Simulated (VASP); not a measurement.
# CuAu (R-3m) in VASP: a series of runs

CuAu is run at these levels: LDA, PBEsol; tasks: single point.

All numbers are computed with VASP 6.6.1; they aren't measurements. Logs are shortened: lines on timing, memory, paths and dates and some standing lists are left out, and cuts for length are marked.

## Step 1: The cell of the first run

It takes space group R-3m (No. 166, trigonal). Conventional cell: a = 2.924 Å, b = 2.924 Å, c = 12.937 Å, α = 90.00°, β = 90.00°, γ = 120.00°. Within 3.6 Å of Au (site symmetry -3m) lie 6 Cu at 2.74 Å and 6 Au at 2.92 Å. Cu (site symmetry -3m) has 6 Au at 2.74 Å and 6 Cu at 2.92 Å within 3.6 Å.

## Step 2: Single point, LDA (15.97 Å³/atom)

File INCAR:

```
SYSTEM = CuAu
  ALGO = Fast
  EDIFF = 1E-6
  ENCUT = 520
  GGA = CA
  ISIF = 2
  ISMEAR = -1
  LASPH = .True.
  LCHARG = .True.
  LELF = .True.
  LREAL = .False.
  LVHAR = .True.
  LWAVE = .False.
  NBANDS = 18
  NELM = 80
  PREC = Accurate
  SIGMA = 0.05
```

File KPOINTS:

```
k-points
0
Gamma
  11 11 11
  0 0 0
```

File POSCAR:

```
CuAu
1.0
    1.4620466157      0.8441130071      4.3121794307
   -1.4620466157      0.8441130071      4.3121794307
    0.0000000000     -1.6882260143      4.3121794307
Au Cu
1 1
Direct
    0.0000000000      0.0000000000      0.0000000000
    0.5000000000      0.5000000000      0.5000000000
```

Potentials or basis: VASP PAW LDA potentials, release 64 (Au, Cu).

Command:

```sh
cat potpaw_LDA.64/Au/POTCAR potpaw_LDA.64/Cu/POTCAR > POTCAR
mpirun -np 1 vasp_std > vasp.out
```

OUTCAR:

```text
SYSTEM = CuAu
   EDIFF = 1E-6
   ENCUT = 520
   GGA = CA
   ISIF = 2
   ISMEAR = -1
   LASPH = .True.
   LREAL = .False.
   NELM = 80
   PREC = Accurate

 ion  position               nearest neighbor table
   1  0.000  0.000  0.000-   2 2.74   2 2.74   2 2.74   2 2.74   2 2.74   2 2.74
   2  0.500  0.500  0.500-   1 2.74   1 2.74   1 2.74   1 2.74   1 2.74   1 2.74

  LATTYP: Found a trigonal (rhomboedric) cell.
 ALAT       =     4.6308744874
 COS(alpha) =     0.8006453295

  Lattice vectors:

 A1 = (   1.4620466157,   0.8441130071,   4.3121794307)
 A2 = (  -1.4620466157,   0.8441130071,   4.3121794307)
 A3 = (   0.0000000000,  -1.6882260143,   4.3121794307)

Analysis of symmetry for initial positions (statically):
=====================================================================
 Subroutine PRICEL returns:
 Original cell was already a primitive cell.

 Routine SETGRP: Setting up the symmetry group for a
 trigonal (rhombohedral) supercell.

 Subroutine GETGRP returns: Found 12 space group operations
 (whereof 12 operations were pure point group operations)
 out of a pool of 12 trial point group operations.

The static configuration has the point symmetry D_3d.

Analysis of symmetry for dynamics (positions and initial velocities):
=====================================================================
 Subroutine PRICEL returns:
 Original cell was already a primitive cell.

 Routine SETGRP: Setting up the symmetry group for a
 trigonal (rhombohedral) supercell.

 Subroutine GETGRP returns: Found 12 space group operations
 (whereof 12 operations were pure point group operations)
 out of a pool of 12 trial point group operations.

The dynamic configuration has the point symmetry D_3d.

 Subroutine INISYM returns: Found 12 space group operations
 (whereof 12 operations are pure point group operations),
 and found     1 'primitive' translations

----------------------------------------------------------------------------------------

                                     Primitive cell

  volume of cell :      31.9308

  direct lattice vectors                    reciprocal lattice vectors
     1.462046616  0.844113007  4.312179431     0.341986360  0.197445917  0.077300432
    -1.462046616  0.844113007  4.312179431    -0.341986360  0.197445917  0.077300432
     0.000000000 -1.688226014  4.312179431     0.000000000 -0.394891834  0.077300432

  length of vectors
     4.630874487  4.630874487  4.630874487     0.402386527  0.402386527  0.402386527

  position of ions in fractional coordinates (direct lattice)
[... 79 lines left out ...]
   EDIFF  = 0.1E-05   stopping-criterion for ELM
   LREAL  =      F    real-space projection
   EDIFFG = 0.1E-04   stopping-criterion for IOM
   NSW    =      0    number of steps for IOM
   IBRION =     -1    ionic relax: 0-MD 1-quasi-New 2-CG
   NFREE  =      0    steps in history (QN), initial steepest desc. (CG)
   ISIF   =      2    stress and relaxation
   ISYM   =      2    0-nonsym 1-usesym 2-fastsym
   POTIM  = 0.5000    time-step for ionic-motion
   TEBEG  =    0.0;   TEEND  =   0.0 temperature during run
   PSTRESS=    0.0 pullay stress
   NELECT =      22.0000    total number of electrons
   NUPDOWN=      -1.0000    fix difference up-down
   EMIN   =  10.00;   EMAX   =-10.00  energy-range for DOS
   EFERMI =   0.00;   METHOD = LEGACY
   ISMEAR =    -1;   SIGMA  =   0.05  broadening in eV -4-tet -1-fermi 0-gaus
   EFERMI_NEDOS =   21; number of points for ismear=-14 and -15
   IALGO  =     68    algorithm
   IMIX   =      4    mixing-type and parameters
     AMIX     =   0.40;   BMIX     =  1.00
     AMIX_MAG =   1.60;   BMIX_MAG =  1.00
  volume/ion in A,a.u.               =      15.97       107.74
  Fermi-wavevector in a.u.,A,eV,Ry     =   1.445925  2.732402 28.445688  2.090699
  Thomas-Fermi vector in A             =   2.564052
   LORBIT       =      0    0 simple, 1 ext, 2 COOP (PROOUT), +10 PAW based schemes
   GGA     = CA    functional components
   LHFCALC =     F    Hartree Fock is set to
   AEXX    =    0.0000 exact exchange contribution
   IVDW    =     0    specifies the selected vdW correction
   LEPSILON=     F    determine dielectric tensor
   LRPA    =     F    only Hartree local field effects (RPA)
 non-spin polarized calculation
 RMM-DIIS sequential band-by-band and
  energy-cutoff  :      520.00
  volume of cell :       31.93
 maximum number of plane-waves:       883
   NGX = 17   NGY = 17   NGZ = 17

 number of electron      21.9999996 magnetization

 Free energy of the ion-electron system (eV)
  ---------------------------------------------------
  ext. energy  EPLUGINS =         0.00000000
  ---------------------------------------------------
  free energy    TOTEN  =        -8.88401367 eV

  energy without entropy =       -8.87621752  energy(sigma->0) =       -8.88011560

 E-fermi :   7.2541     XC(G=0): -12.4302

 val. band max:        7.2366992392   @ k =   0.2727   0.2727   0.0909
 cond. band min:       7.2614980782   @ k =   0.1818   0.0909   0.0909
 fundamental gap:      0.0247988390
 Fermi energy:         7.2541203769

 k-point     1 :       0.0000    0.0000    0.0000
  band No.  band energies     occupation
      1      -1.8227      2.00000
      2       1.1254      2.00000
      3       2.7062      2.00000
      4       2.7062      2.00000
      5       3.6351      2.00000
      6       3.6351      2.00000
[... 481 lines left out ...]
      5       3.2797      2.00000
      6       4.4489      2.00000
[... 10 lines left out ...]
     17      19.3825      0.00000
     18      26.2269      0.00000

 [... further k-points ...]

------------------------ aborting loop because EDIFF is reached ----------------------------------------

  FORCE on cell =-STRESS in cart. coord.  units (eV):
  Direction    XX          YY          ZZ          XY          YZ          ZX
  --------------------------------------------------------------------------------------
  -------------------------------------------------------------------------------------
  Total       -3.1985711     -3.1985711     -3.2089370     -0.0000000      0.0000000      0.0000000
  in kB     -160.4932271   -160.4932271   -161.0133487     -0.0000000      0.0000000      0.0000000
  external PRESSURE =    -160.6666010 kB  Pullay stress =       0.0000000 kB

 VOLUME and BASIS-vectors are now :
 -----------------------------------------------------------------------------
  energy-cutoff  :      520.00
  volume of cell :       31.93
      direct lattice vectors                 reciprocal lattice vectors
     1.462046616  0.844113007  4.312179431     0.341986360  0.197445917  0.077300432
    -1.462046616  0.844113007  4.312179431    -0.341986360  0.197445917  0.077300432
     0.000000000 -1.688226014  4.312179431     0.000000000 -0.394891834  0.077300432

 POSITION                                       TOTAL-FORCE (eV/Angst)
 -----------------------------------------------------------------------------------
      0.00000      0.00000      0.00000         0.000000     -0.000000      0.000000
      0.00000     -0.00000      6.46827        -0.000000      0.000000      0.000000
 -----------------------------------------------------------------------------------
    total drift:                                0.000000     -0.000000      0.000000

  FREE ENERGIE OF THE ION-ELECTRON SYSTEM (eV)
  ---------------------------------------------------
  free  energy   TOTEN  =        -8.8840136728 eV

  energy  without entropy=       -8.8762175203  energy(sigma->0) =       -8.88011560
```

OSZICAR:

```text
N       E                     dE             d eps       ncg     rms          rms(c)
DAV:   1     0.129510225364E+03    0.12951E+03   -0.10925E+04  5586   0.171E+03
DAV:   2    -0.415844401990E+01   -0.13367E+03   -0.12509E+03  5330   0.297E+02
DAV:   3    -0.989249783886E+01   -0.57341E+01   -0.55840E+01  6308   0.711E+01
[... 12 lines left out ...]
RMM:  16    -0.888423200517E+01    0.52865E-03   -0.36785E-04  6350   0.276E-01    0.214E-01
RMM:  17    -0.888401740660E+01    0.21460E-03   -0.52921E-04  7293   0.305E-01    0.183E-02
RMM:  18    -0.888401601609E+01    0.13905E-05   -0.76835E-06  5139   0.264E-02    0.157E-02
RMM:  19    -0.888401399370E+01    0.20224E-05   -0.27805E-06  5206   0.228E-02    0.869E-03
RMM:  20    -0.888401367283E+01    0.32087E-06   -0.17220E-06  4208   0.154E-02
   1 F= -.88840137E+01 E0= -.88801156E+01  d E =-.779615E-02
```

Run time: 7.6 min. Hardware: 1 thread of Intel Xeon 8259CL, shared host; peak memory 0.25 GiB.

What came out:

- Free energy: -8.8840 eV
- Pressure: -16.1 GPa
- Band gap on the k mesh: zero (bands 11 and 12 overlap by 4.14 eV)

Levels at points of the mesh, in eV from the Fermi level:
```tsv
k point	band 8	band 9	band 10	band 11	band 12	band 13	band 14	band 15
(0.00, 0.00, 0.00)	-2.13	-2.13	-1.55	-1.55	0.04	4.34	14.55	15.51
```

Caveat: the cell stands under tension; spin-orbit coupling is left out, which moves the levels of the heavy elements.

## Step 3: Single point, PBEsol, non-collinear spin, zero start, spin-orbit coupling

This run uses another cell than the first one, of 15.35 Å³/atom.

File INCAR:

```
PREC     = Accurate       # precision mode
ENCUT    = 520            # plane-wave cutoff, eV
EDIFF    = 1E-7           # SCF threshold, eV
ISMEAR   = -1             # smearing method
SIGMA    = 0.05           # smearing width, eV
LREAL    = F              # projectors in reciprocal space
LASPH    = T              # aspherical terms in the spheres
NELM     = 150            # most SCF steps
ALGO     = Fast           # electronic algorithm
ISIF     = 2              # what is computed and relaxed
LWAVE    = F              # write WAVECAR
LCHARG   = F              # write CHGCAR
MAGMOM   = 0 0 0 0 0 0    # initial moments
LORBIT   = 11             # projections on sites
LSORBIT  = T              # spin-orbit coupling
GGA_COMPAT= F            
LORBMOM  = T            
LMAXMIX  = 4              # l up to which the mixer works
GGA      = PS             # functional
NBANDS   = 34             # bands
```

File KPOINTS:

```
regular mesh
0
Gamma
  11 11 11
```

File POSCAR:

```
CuAu
1.0
    1.4430568479      0.8331492596      4.2561707609
   -1.4430568479      0.8331492596      4.2561707609
    0.0000000000     -1.6662985192      4.2561707609
Au Cu
1 1
Direct
    0.0000000000      0.0000000000      0.0000000000
    0.5000000000      0.5000000000      0.5000000000
```

Potentials or basis: VASP PAW PBE potentials, release 64 (Au, Cu).

Command:

```sh
cat potpaw_PBE.64/Au/POTCAR potpaw_PBE.64/Cu/POTCAR > POTCAR
mpirun -np 1 vasp_ncl > vasp.out
```

OUTCAR:

```text
PREC = Accurate
   ENCUT = 520
   EDIFF = 1E-7
   ISMEAR = -1
   LREAL = F
   LASPH = T
   NELM = 150
   ISIF = 2
   LORBIT = 11
   LSORBIT = T
   GGA = PS

 ion  position               nearest neighbor table
   1  0.000  0.000  0.000-   2 2.70   2 2.70   2 2.70   2 2.70   2 2.70   2 2.70
   2  0.500  0.500  0.500-   1 2.70   1 2.70   1 2.70   1 2.70   1 2.70   1 2.70

  LATTYP: Found a trigonal (rhomboedric) cell.
 ALAT       =     4.5707264522
 COS(alpha) =     0.8006453295

  Lattice vectors:

 A1 = (   1.4430568479,   0.8331492596,   4.2561707609)
 A2 = (  -1.4430568479,   0.8331492596,   4.2561707609)
 A3 = (   0.0000000000,  -1.6662985192,   4.2561707609)

Analysis of symmetry for initial positions (statically):
=====================================================================
 Subroutine PRICEL returns:
 Original cell was already a primitive cell.

 Routine SETGRP: Setting up the symmetry group for a
 trigonal (rhombohedral) supercell.

 Subroutine GETGRP returns: Found 12 space group operations
 (whereof 12 operations were pure point group operations)
 out of a pool of 12 trial point group operations.

The static configuration has the point symmetry D_3d.

Analysis of symmetry for dynamics (positions and initial velocities):
=====================================================================
 Subroutine PRICEL returns:
 Original cell was already a primitive cell.

 Routine SETGRP: Setting up the symmetry group for a
 trigonal (rhombohedral) supercell.

 Subroutine GETGRP returns: Found 12 space group operations
 (whereof 12 operations were pure point group operations)
 out of a pool of 12 trial point group operations.

The dynamic configuration has the point symmetry D_3d.

Analysis of structural, dynamic, and magnetic symmetry:
=====================================================================
 Subroutine PRICEL returns:
 Original cell was already a primitive cell.

 Routine SETGRP: Setting up the symmetry group for a
 trigonal (rhombohedral) supercell.

 Subroutine GETGRP returns: Found 12 space group operations
 (whereof 12 operations were pure point group operations)
 out of a pool of 12 trial point group operations.

The overall configuration has the point symmetry D_3d.

 Subroutine INISYM returns: Found 12 space group operations
 (whereof 12 operations are pure point group operations),
 and found     1 'primitive' translations

----------------------------------------------------------------------------------------

                                     Primitive cell

  volume of cell :      30.7027

  direct lattice vectors                    reciprocal lattice vectors
     1.443056848  0.833149260  4.256170761     0.346486696  0.200044187  0.078317660
    -1.443056848  0.833149260  4.256170761    -0.346486696  0.200044187  0.078317660
[... 1036 lines left out ...]
------------------------ aborting loop because EDIFF is reached ----------------------------------------

  FORCE on cell =-STRESS in cart. coord.  units (eV):
  Direction    XX          YY          ZZ          XY          YZ          ZX
  --------------------------------------------------------------------------------------
  -------------------------------------------------------------------------------------
  Total       -1.7735522     -1.7735522     -1.4220753      0.0000000      0.0000000     -0.0000000
  in kB      -92.5503397    -92.5503397    -74.2090091      0.0000000      0.0000000     -0.0000000
  external PRESSURE =     -86.4365628 kB  Pullay stress =       0.0000000 kB

 VOLUME and BASIS-vectors are now :
 -----------------------------------------------------------------------------
  energy-cutoff  :      520.00
  volume of cell :       30.70
      direct lattice vectors                 reciprocal lattice vectors
     1.443056848  0.833149260  4.256170761     0.346486696  0.200044187  0.078317660
    -1.443056848  0.833149260  4.256170761    -0.346486696  0.200044187  0.078317660
     0.000000000 -1.666298519  4.256170761     0.000000000 -0.400088375  0.078317660

 POSITION                                       TOTAL-FORCE (eV/Angst)
 -----------------------------------------------------------------------------------
      0.00000      0.00000      0.00000         0.000000      0.000000      0.000000
      0.00000      0.00000      6.38426         0.000000     -0.000000     -0.000000
 -----------------------------------------------------------------------------------
    total drift:                                0.000000      0.000000      0.000000

  FREE ENERGIE OF THE ION-ELECTRON SYSTEM (eV)
  ---------------------------------------------------
  free  energy   TOTEN  =        -8.4631729714 eV

  energy  without entropy=       -8.4554823479  energy(sigma->0) =       -8.45932766

 orbital moment (x)

 # of ion     p       d       tot
 ----------------------------------------
  1         0.000  -0.000  -0.000
  2        -0.000   0.000   0.000
 ----------------------------------------
            0.000  -0.000  -0.000

 orbital moment (y)

 # of ion     p       d       tot
 ----------------------------------------
  1         0.000   0.000   0.000
  2         0.000   0.000   0.000
 ----------------------------------------
            0.000   0.000   0.000

 orbital moment (z)

 # of ion     p       d       tot
 ----------------------------------------
  1         0.000   0.000   0.000
  2         0.000  -0.000  -0.000
 ----------------------------------------
            0.000  -0.000  -0.000

 Spin-Orbit-Coupling matrix elements

 Ion:    1  E_soc:     -0.6121350
 l=   1
     0.0000000    -0.0325714    -0.0299366
    -0.0325714     0.0000000    -0.0325714
    -0.0299366    -0.0325714     0.0000000
 l=   2
     0.0000000    -0.0138636     0.0000000    -0.0138636    -0.0580505
    -0.0138636     0.0000000    -0.0418818    -0.0137196    -0.0138636
     0.0000000    -0.0418818     0.0000000    -0.0418818     0.0000000
    -0.0138636    -0.0137196    -0.0418818     0.0000000    -0.0138636
    -0.0580505    -0.0138636     0.0000000    -0.0138636     0.0000000
 l=   3
     0.0000000     0.0000000     0.0000000     0.0000000     0.0000000     0.0000000     0.0000000
     0.0000000     0.0000000     0.0000000     0.0000000     0.0000000     0.0000000     0.0000000
     0.0000000     0.0000000     0.0000000     0.0000000     0.0000000     0.0000000     0.0000000
     0.0000000     0.0000000     0.0000000     0.0000000     0.0000000     0.0000000     0.0000000
     0.0000000     0.0000000     0.0000000     0.0000000     0.0000000     0.0000000     0.0000000
     0.0000000     0.0000000     0.0000000     0.0000000     0.0000000     0.0000000     0.0000000
     0.0000000     0.0000000     0.0000000     0.0000000     0.0000000     0.0000000     0.0000000

 Ion:    2  E_soc:     -0.0145142
 l=   1
     0.0000000    -0.0002032    -0.0002642
    -0.0002032     0.0000000    -0.0002032
    -0.0002642    -0.0002032     0.0000000
 l=   2
     0.0000000    -0.0004563     0.0000000    -0.0004563    -0.0014901
    -0.0004563     0.0000000    -0.0014183    -0.0004348    -0.0004563
     0.0000000    -0.0014183     0.0000000    -0.0014183     0.0000000
    -0.0004563    -0.0004348    -0.0014183     0.0000000    -0.0004563
    -0.0014901    -0.0004563     0.0000000    -0.0004563     0.0000000
 l=   3
     0.0000000     0.0000000     0.0000000     0.0000000     0.0000000     0.0000000     0.0000000
     0.0000000     0.0000000     0.0000000     0.0000000     0.0000000     0.0000000     0.0000000
     0.0000000     0.0000000     0.0000000     0.0000000     0.0000000     0.0000000     0.0000000
     0.0000000     0.0000000     0.0000000     0.0000000     0.0000000     0.0000000     0.0000000
     0.0000000     0.0000000     0.0000000     0.0000000     0.0000000     0.0000000     0.0000000
     0.0000000     0.0000000     0.0000000     0.0000000     0.0000000     0.0000000     0.0000000
     0.0000000     0.0000000     0.0000000     0.0000000     0.0000000     0.0000000     0.0000000

 total charge

# of ion       s       p       d       tot
------------------------------------------
    1        0.583   0.410   8.678   9.672
    2        0.378   0.284   9.204   9.865
--------------------------------------------------
tot          0.961   0.694  17.882  19.537

 magnetization (x)

# of ion       s       p       d       tot
------------------------------------------
    1       -0.000  -0.000   0.000  -0.000
    2       -0.000  -0.000   0.000   0.000
--------------------------------------------------
tot         -0.000  -0.000   0.000  -0.000

 magnetization (y)

# of ion       s       p       d       tot
------------------------------------------
    1       -0.000   0.000   0.000   0.000
    2        0.000   0.000   0.000   0.000
--------------------------------------------------
tot         -0.000   0.000   0.000   0.000

 magnetization (z)

# of ion       s       p       d       tot
------------------------------------------
    1        0.000   0.000   0.000   0.000
    2        0.000   0.000   0.000   0.000
--------------------------------------------------
tot          0.000   0.000   0.000   0.000
```

It took 21 min on 1 thread of Intel Xeon Platinum 8259CL at 2.50GHz (Skylake/Cascade Lake), shared host; peak memory 0.53 GiB.

What came out:

```
Free energy                                           : -8.4632 eV
Pressure                                              : -8.6 GPa
Net moment                                            : 0.00 μB per cell
Valence electrons inside the program's atomic spheres : Au 9.67; Cu 9.87
```

Stress tensor (GPa, compression positive):
```
-9.26  0.00  0.00
 0.00 -9.26  0.00
 0.00  0.00 -7.42
```

Moments on the atoms (μB; x, y, z):
```
Au  0.00 0.00 0.00
Cu  0.00 0.00 0.00
```

Caveat: the cell stands under tension; the PAW data sets were made with another functional, which shifts forces and pressure a little.

[end of part 1 of 2]
